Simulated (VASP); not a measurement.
# CO2 in VASP: single point with PBEsol

Aim: the single point of CO2 with PBEsol.

Program: VASP 6.6.1. These are calculated values, not measurements. Logs are shortened: lines on timing, memory, paths and dates and some standing lists are left out, and cuts for length are marked.

**1. The cell of the first run**

The cell holds a disordered packing, 30 atoms: a = 8.707 Å, b = 8.707 Å, c = 8.707 Å, α = 90.00°, β = 90.00°, γ = 90.00°.

**2. Single point, PBEsol**

File INCAR:

```
ALGO = Normal
EDIFF = 1E-6
ENCUT = 1000
GGA = PS
GGA_COMPAT = False
ISIF = 2
ISMEAR = -1
LASPH = True
LCHARG = False
LREAL = Auto
LWAVE = False
NBANDS = 101
NELM = 120
PREC = Accurate
SIGMA = 0.05
```

File KPOINTS:

```
k-points
0
Gamma
  1 1 1
```

File POSCAR:

```
CO2
1.0
    8.7065880000      0.0000000000      0.0000000000
    0.0000000000      8.7065880000      0.0000000000
    0.0000000000      0.0000000000      8.7065880000
C O
10 20
Direct
    0.1383205453      0.0582662232      0.4558731848
   -0.0534767466      0.3750608160      0.1370341631
    0.4915702914      0.1062873309      0.2497074629
    0.8862714074      0.6917290677      0.7793064286
    0.3649190705      0.1581331286     -0.1987230819
    0.7952943220      0.2989804961      0.6825521088
    0.5417736546      0.7578399254      0.5316548802
    0.9426195428      0.7816839386      0.1213908365
    0.5142772347      0.6076662867      1.0372834915
    0.1969887630      0.5542699390      0.3835026993
    0.1266741920      0.1050009487      0.5775856168
    0.1618199919      0.0061907144      0.3353437650
   -0.1640022475      0.3239156372      0.1878922030
    0.0558657421      0.4294793781      0.0800313510
    0.4644299236      0.1934971541      0.3465077250
    0.5120720080      0.0230285388      0.1461422086
    0.7916419153      0.6379536967      0.8582007096
    0.9850931272      0.7347654443      0.6980001810
    0.3116720350      0.2476400629     -0.1161074809
    0.4222205070      0.0700389177     -0.2849221762
    0.7667412309      0.2196612496      0.7860025075
    0.8289469997      0.3709834438      0.5730603079
    0.6245615389      0.8444180430      0.4728832925
    0.4711145170      0.6634746011      0.5970421479
    0.9183046217      0.6852741855      0.2105302330
    0.9766971861      0.8816427285      0.0369720033
    0.5791476523      0.6014755723      1.1553435169
    0.4332236692      0.6204956523      0.9336493239
    0.2423337362      0.6710780388      0.3392373683
    0.1562954397      0.4359112892      0.4287787593
```

Potentials or basis: VASP PAW PBE potentials, release 64 (C_h, O_h).

On the command line:

```bash
> cat potpaw_PBE.64/C_h/POTCAR potpaw_PBE.64/O_h/POTCAR > POTCAR
> mpirun -np 1 vasp_gam > vasp.out
```

OUTCAR:

```text
EDIFF = 1E-6
   ENCUT = 1000
   GGA = PS
   ISIF = 2
   ISMEAR = -1
   LASPH = True
   LREAL = Auto
   NELM = 120
   PREC = Accurate

 ion  position               nearest neighbor table
   1  0.138  0.058  0.456-  11 1.14  12 1.16
   2  0.947  0.375  0.137-  13 1.15  14 1.17
   3  0.492  0.106  0.250-  15 1.16  16 1.17
   4  0.886  0.692  0.779-  17 1.17  18 1.18
   5  0.365  0.158  0.801-  19 1.16  20 1.18
   6  0.795  0.299  0.683-  21 1.16  22 1.18
   7  0.542  0.758  0.532-  23 1.16  24 1.17
   8  0.943  0.782  0.121-  25 1.16  26 1.18
   9  0.514  0.608  0.037-  28 1.15  27 1.17
  10  0.197  0.554  0.384-  29 1.16  30 1.16
  11  0.127  0.105  0.578-   1 1.14
  12  0.162  0.006  0.335-   1 1.16
  13  0.836  0.324  0.188-   2 1.15
  14  0.056  0.429  0.080-   2 1.17
  15  0.464  0.193  0.347-   3 1.16
  16  0.512  0.023  0.146-   3 1.17
[... 12 lines left out ...]
  29  0.242  0.671  0.339-  10 1.16
  30  0.156  0.436  0.429-  10 1.16

  LATTYP: Found a simple cubic cell.
 ALAT       =     8.7065880000

  Lattice vectors:

 A1 = (   8.7065880000,   0.0000000000,   0.0000000000)
 A2 = (   0.0000000000,   8.7065880000,   0.0000000000)
 A3 = (   0.0000000000,   0.0000000000,   8.7065880000)

Analysis of symmetry for initial positions (statically):
=====================================================================
 Subroutine PRICEL returns:
 Original cell was already a primitive cell.

 Routine SETGRP: Setting up the symmetry group for a
 simple cubic supercell.

 Subroutine GETGRP returns: Found  1 space group operations
 (whereof  1 operations were pure point group operations)
 out of a pool of 48 trial point group operations.

The static configuration has the point symmetry C_1 .

Analysis of symmetry for dynamics (positions and initial velocities):
=====================================================================
 Subroutine PRICEL returns:
 Original cell was already a primitive cell.

 Routine SETGRP: Setting up the symmetry group for a
 simple cubic supercell.

 Subroutine GETGRP returns: Found  1 space group operations
 (whereof  1 operations were pure point group operations)
 out of a pool of 48 trial point group operations.

The dynamic configuration has the point symmetry C_1 .

 Subroutine INISYM returns: Found  1 space group operations
 (whereof  1 operations are pure point group operations),
 and found     1 'primitive' translations

[... 132 lines left out ...]
   ISIF   =      2    stress and relaxation
   ISYM   =      2    0-nonsym 1-usesym 2-fastsym
   POTIM  = 0.5000    time-step for ionic-motion
   TEBEG  =    0.0;   TEEND  =   0.0 temperature during run
   PSTRESS=    0.0 pullay stress
   NELECT =     160.0000    total number of electrons
   NUPDOWN=      -1.0000    fix difference up-down
   EMIN   =  10.00;   EMAX   =-10.00  energy-range for DOS
   EFERMI =   0.00;   METHOD = LEGACY
   ISMEAR =    -1;   SIGMA  =   0.05  broadening in eV -4-tet -1-fermi 0-gaus
   EFERMI_NEDOS =   21; number of points for ismear=-14 and -15
   IALGO  =     38    algorithm
   IMIX   =      4    mixing-type and parameters
     AMIX     =   0.40;   BMIX     =  1.00
     AMIX_MAG =   1.60;   BMIX_MAG =  1.00
  volume/ion in A,a.u.               =      22.00       148.46
  Fermi-wavevector in a.u.,A,eV,Ry     =   1.020783  1.929000 14.177247  1.041998
  Thomas-Fermi vector in A             =   2.154372
   LORBIT       =      0    0 simple, 1 ext, 2 COOP (PROOUT), +10 PAW based schemes
   GGA     = PS    functional components
   LHFCALC =     F    Hartree Fock is set to
   AEXX    =    0.0000 exact exchange contribution
   IVDW    =     0    specifies the selected vdW correction
   LEPSILON=     F    determine dielectric tensor
   LRPA    =     F    only Hartree local field effects (RPA)
 non-spin polarized calculation
  energy-cutoff  :     1000.00
  volume of cell :      660.00
 maximum number of plane-waves:     23629
 NGX is ok and might be reduce to    90
   NGX = 45   NGY = 45   NGZ = 45

 number of electron     159.9999997 magnetization

 Free energy of the ion-electron system (eV)
  ---------------------------------------------------
  ext. energy  EPLUGINS =         0.00000000
  ---------------------------------------------------
  free energy    TOTEN  =      -239.98365497 eV

  energy without entropy =     -239.98365497  energy(sigma->0) =     -239.98365497

 E-fermi :  -3.7161     XC(G=0):  -6.0807

 val. band max:       -4.9324920951   @ k =   0.0000   0.0000   0.0000
 cond. band min:       1.4122437768   @ k =   0.0000   0.0000   0.0000
 fundamental gap:      6.3447358719
 Fermi energy:        -3.7161305413

 k-point     1 :       0.0000    0.0000    0.0000
  band No.  band energies     occupation
      1     -25.6665      2.00000
      2     -25.6450      2.00000
      3     -25.4447      2.00000
      4     -25.3813      2.00000
      5     -25.3731      2.00000
      6     -25.3336      2.00000
[... 84 lines left out ...]
     91       3.2613      0.00000
     92       3.2999      0.00000
 [bands above 92 left out]

------------------------ aborting loop because EDIFF is reached ----------------------------------------

  FORCE on cell =-STRESS in cart. coord.  units (eV):
  Direction    XX          YY          ZZ          XY          YZ          ZX
  --------------------------------------------------------------------------------------
  -------------------------------------------------------------------------------------
  Total        2.4165663      3.2256846      6.0681210      0.7890049      1.0370635      0.2077618
  in kB        5.8663141      7.8304822     14.7306135      1.9153419      2.5175143      0.5043504
  external PRESSURE =       9.4758033 kB  Pullay stress =       0.0000000 kB

 VOLUME and BASIS-vectors are now :
 -----------------------------------------------------------------------------
  energy-cutoff  :     1000.00
  volume of cell :      660.00
      direct lattice vectors                 reciprocal lattice vectors
     8.706588000  0.000000000  0.000000000     0.114855555  0.000000000  0.000000000
     0.000000000  8.706588000  0.000000000     0.000000000  0.114855555  0.000000000
     0.000000000  0.000000000  8.706588000     0.000000000  0.000000000  0.114855555

 POSITION                                       TOTAL-FORCE (eV/Angst)
 -----------------------------------------------------------------------------------
      1.20430      0.50730      3.96910         0.830346     -0.919482     -1.707721
      8.24099      3.26550      1.19310         1.486406      0.891041     -1.088491
      4.27990      0.92540      2.17410        -0.156922     -0.462347     -1.153603
      7.71640      6.02260      6.78510         1.057692     -0.195681     -0.823632
      3.17720      1.37680      6.97639         1.070116     -1.331930     -1.481500
      6.92430      2.60310      5.94270         0.605723      0.291508     -1.445259
[... 22 lines left out ...]
      2.10990      5.84280      2.95360         0.292653      1.065343     -0.461158
      1.36080      3.79530      3.73320        -0.451772     -0.854816      0.310666
 -----------------------------------------------------------------------------------
    total drift:                                0.005202      0.000139      0.001761

  FREE ENERGIE OF THE ION-ELECTRON SYSTEM (eV)
  ---------------------------------------------------
  free  energy   TOTEN  =      -239.9836549681 eV

  energy  without entropy=     -239.9836549680  energy(sigma->0) =     -239.98365497
```

It took 3.6 min on 1 thread of Intel Xeon Platinum 8559C (Emerald Rapids), shared host; peak memory 1.2 GiB.

Results:

- Free energy: -239.9837 eV
- Pressure: 0.9 GPa
- Largest force: 3.094 eV/Å

Forces in eV/Å, atoms in the order of the input:
```
C    0.830 -0.919 -1.708
C    1.486  0.891 -1.088
C   -0.157 -0.462 -1.154
C    1.058 -0.196 -0.824
C    1.070 -1.332 -1.482
C    0.606  0.292 -1.445
C   -0.055 -1.237  0.850
C    0.821  1.058 -0.285
C    0.101  0.269  2.326
C    0.216 -0.240  0.130
O   -0.787  1.215  2.734
O   -0.217 -0.228 -1.019
O   -1.420 -0.839  0.841
O   -0.046 -0.269  0.153
O    0.010  0.519  0.876
O    0.186 -0.044  0.239
O   -0.134  0.213  0.061
O   -0.839 -0.027  0.588
O   -0.425  0.532  0.636
O   -0.511  0.723  0.902
O   -0.272 -0.124  0.654
O   -0.353 -0.154  0.823
O    0.135  0.726 -0.484
O   -0.054  0.512 -0.412
O   -0.410 -0.218  0.235
O   -0.468 -0.626  0.250
O    0.401 -0.209 -0.499
O   -0.612 -0.037 -1.749
O    0.293  1.065 -0.461
O   -0.452 -0.855  0.311
```

Caveat: the k points lie up to 0.72 Å⁻¹ apart; the atoms stand as in a frame of molecular dynamics; the PAW data sets were made with another functional, which shifts forces and pressure a little.
